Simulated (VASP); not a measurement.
Ni: single point with PBE

The system is Ni.

```xyz
1
Lattice="0.0000 1.7651 1.7651 1.7651 0.0000 1.7651 1.7651 1.7651 0.0000" Properties=species:S:1:pos:R:3 pbc="T T T"
Ni    0.0000    0.0000    0.0000
```

```
Program                : VASP 6.6.1
Task                   : single point
Functional             : PBE
Potentials or basis    : VASP PAW PBE potentials, release 64 (Ni)
Cutoff                 : 520 eV
k mesh                 : 15 × 15 × 15
Occupations            : fermi-dirac, width 0.1 eV
Spin                   : collinear spin, ferromagnetic start
Starting moments       : [0.72] μB
Fixed moment           : 0.72 μB
Dipole correction      : no
Further INCAR settings : ALGO = Normal; EDIFF = 1e-06; NBANDS = 15
```

* Pressure: -1.0 GPa
* Net moment: 0.72 μB per cell
* Site moments: Ni +0.73 μB
* Valence electrons inside the program's atomic spheres: Ni 9.29

Run time: 38 s on 1 thread of Intel(R) Xeon(R) Platinum 8259CL CPU @ 2.50GHz (Skylake/Cascade Lake), with other jobs on the host, peak memory 0.15 GiB.

Caveat: the total moment is fixed, so each spin has its own Fermi level.
